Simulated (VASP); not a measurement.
Runs of VASP 6.6.1 on WC. The structure is that of space group P-6m2 (No. 187), or close to it. The cells are those of the table. 

```csv
cell,smearing,gap on the mesh (eV),pressure (GPa)
"a = 2.891, b = 2.891, c = 2.821 Å, angles 90.0, 90.0, 120.0°, 2 atoms",gaussian 0.05 eV,none,10.5
"a = 2.912, b = 2.912, c = 2.837 Å, angles 90.0, 90.0, 120.0°, 2 atoms",gaussian 0.025 eV,none,1.9
"a = 2.894, b = 2.894, c = 2.824 Å, angles 90.0, 90.0, 120.0°, 2 atoms",gaussian 0.05 eV,none,(a)
"a = 2.912, b = 2.912, c = 2.837 Å, angles 90.0, 90.0, 120.0°, 2 atoms",tetrahedron,none,1.9
"a = 2.912, b = 2.912, c = 2.837 Å, angles 90.0, 90.0, 120.0°, 2 atoms",gaussian 0.05 eV,none,1.9
```

Alike in all rows: task single point; level r2SCAN; potentials or basis VASP PAW PBE potentials, release 64 (W_sv, C_h); no spin polarisation; k mesh 14 × 14 × 12; cutoff (eV) 1430.

Fill in the values left out.

(a) 9.1.

Caveats: the PAW data sets were made with another functional, which shifts forces and pressure a little; spin-orbit coupling is left out, which moves the levels of the heavy elements; the cell stands under pressure (at least some runs); tetrahedron occupations give inexact forces and stress in metals (at least some runs).

A k mesh can miss the band edges, and the runs leave out spin-orbit coupling on W.

A gap of «none» marks levels without a gap at the run's occupations.
